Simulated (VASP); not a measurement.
Crystal: Ti.

```
CELL_PARAMETERS angstrom
0.00000 2.84000 2.84000
2.84000 0.00000 2.84000
2.84000 2.84000 0.00000
ATOMIC_POSITIONS crystal
Ti 0.00000 0.00000 0.00000
Ti 0.25000 0.25000 0.25000
```

This isn't the form of Ti at room conditions, which is hcp.

* Program: VASP 6.6.1
* Task: relaxation of cell and atoms
* Functional: r2SCAN
* Potentials or basis: VASP PAW PBE potentials, release 64 (Ti_sv)
* Cutoff: 550 eV
* k mesh: 14 × 14 × 14
* Occupations: fermi-dirac, width 0.1 eV
* Spin: no spin polarisation

At the start: pressure -1.5 GPa; volume 22.91 Å³/atom.

**Question.** Where does the relaxation end?

**Answer.** Over 3 steps the energy falls by 5.1 meV/atom and the volume is 21.84 Å³/atom (-4.7 %); space group Fd-3m (No. 227, to 0.1 Å) before and after.

Step by step:
```tsv
step	energy change (eV)	largest force (eV/Å)	pressure (GPa)	volume (Å³)
1	0.0000	0.0000	-1.48	45.81
2	-0.0088	0.0000	-0.55	44.43
3	-0.0101	0.0000	-0.02	43.68
```

Final structure:
```
Ti
1.0
     0.00000    2.79521    2.79521
     2.79521    0.00000    2.79521
     2.79521    2.79521    0.00000
Ti
2
Direct
  0.00000 0.00000 0.00000
  0.25000 0.25000 0.25000
```

Caveat: the PAW data sets were made with another functional, which shifts forces and pressure a little.
